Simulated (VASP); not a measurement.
Wanted: the native input for a VASP 6.6.1 run.

```yaml
Task: single point
Functional: revPBE
Potentials_or_basis: VASP PAW PBE potentials, release 64 (Hf_pv)
Cutoff: 520 eV
k_mesh: 18 × 18 × 10
Occupations: fermi-dirac, width 0.1 eV
Spin: no spin polarisation
Dipole_correction: no
Further_INCAR_settings: ALGO = Normal; EDIFF = 1e-06; NBANDS = 17
```

The structure of Hf lies in POSCAR:

```
Hf
1.0
    3.3494454785      0.0000000000      0.0000000000
   -1.6747227392      2.9007048729      0.0000000000
    0.0000000000      0.0000000000      5.3022335091
Hf
2
Direct
    0.3333333333      0.6666666667      0.2500000000
    0.6666666667      0.3333333333      0.7500000000
```

This cell differs from its parent crystal: volume scaled by 1.12.

The input as run:

INCAR

```
ALGO = Normal ; EDIFF = 1E-6
ENCUT = 520 ; GGA = RE
ISIF = 2 ; ISMEAR = -1
LASPH = True ; LCHARG = True
LELF = True ; LREAL = False
LVHAR = True ; LWAVE = False
NBANDS = 17 ; NELM = 80
PREC = Accurate ; SIGMA = 0.1
```

KPOINTS

```
k-points
0
Gamma
  18 18 10
```

Potentials or basis: VASP PAW PBE potentials, release 64 (Hf_pv).

Run with:

```sh
$ cat potpaw_PBE.64/Hf_pv/POTCAR > POTCAR
$ mpirun -np 1 vasp_std > vasp.out
```

Results of the run:

```json
{"Pressure": "-10.0 GPa", "Band gap on the k mesh": "zero (band 10 reaches 5.20 eV, above the bottom of band 11 at 3.57 eV)"}
```

Caveat: the PAW data sets were made with another functional, which shifts forces and pressure a little; spin-orbit coupling is left out, which moves the levels of the heavy elements.

It took 2.5 min on 1 thread of AMD EPYC 7R13 Processor (Zen 3) (shared host), peak memory 0.27 GiB.
